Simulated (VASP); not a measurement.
Br, 1 atom in the cell. The structure is tetragonal, space group I4/mmm (No. 139). The conventional cell has a = 2.701 Å, b = 2.701 Å, c = 6.765 Å, α = 90.00°, β = 90.00°, γ = 90.00°. Within 3.6 Å of Br (site symmetry 4/mmm) lie 4 Br at 2.70 Å. 

| Item | Value |
| --- | --- |
| Program | VASP 6.6.1 |
| Task | single point |
| Functional | PBE |
| Dispersion | D3(BJ) |
| Potentials or basis | VASP PAW PBE potentials, release 64 (Br) |
| Cutoff | 520 eV |
| k mesh | 22 × 22 × 22 |
| Occupations | gaussian, width 0.15 eV |
| Spin | no spin polarisation |
| Dipole correction | no |
| Further INCAR settings | ALGO = Normal; EDIFF = 1e-07; NBANDS = 10 |

Potentials or basis: VASP PAW PBE potentials, release 64 (Br).

Launch:

```bash
$ cat potpaw_PBE.64/Br/POTCAR > POTCAR
$ mpirun -np 1 vasp_std > vasp.out
```

Hardware: 1 thread of Intel(R) Xeon(R) Platinum 8259CL CPU @ 2.50GHz (Skylake/Cascade Lake), on a shared host.

Task: How long does it take, and how much memory?

Result: Run time: 3.6 min on 1 thread of Intel(R) Xeon(R) Platinum 8259CL CPU @ 2.50GHz (Skylake/Cascade Lake), on a shared host, peak memory 0.33 GiB. Counts: scf iterations 11, k points 834.
